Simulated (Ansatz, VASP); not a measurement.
## SiW4: VASP beside Ansatz

```
Si W
1.0
     6.13275    0.00000    0.00000
     0.00000    6.13275    0.00000
     0.00000    0.00000    2.61531
Si W
1 4
Direct
  0.00000 0.00000 0.00000
  0.20408 0.50000 0.50000
  0.79592 0.50000 0.50000
  0.50000 0.20408 0.50000
  0.50000 0.79592 0.50000
```

Alike in both runs: functional PBE; k mesh 4 × 4 × 6; occupations gaussian, width 0.1 eV; no spin polarisation.

Ansatz relaxed the structure, and its values are those at the end. VASP's run is a single point on that final structure, the one shown.

|  | VASP | Ansatz |
| --- | --- | --- |
| version | VASP 6.6.1 | Ansatz 0.2.0 |
| potentials or method | VASP PAW PBE potentials, release 64 (Si, W_sv), cutoff 520 eV | scalar-relativistic, plane waves, PAW |
| valence electrons in the cell | 60 | 60 |

Ansatz gave:

* gap on the k mesh at the Fermi level (eV): none
* pressure (GPa): 0.1
* rms of the force components (eV/Å): 0.004

Which values does VASP return?

gap on the k mesh at the Fermi level (eV): none; pressure (GPa): 0.6; rms of the force components (eV/Å): 0.005.

A gap of «none» marks a metal or a gap that the smearing closes.

The k mesh is coarse, so the values compare programs but aren't converged. Spin-orbit coupling is off throughout.
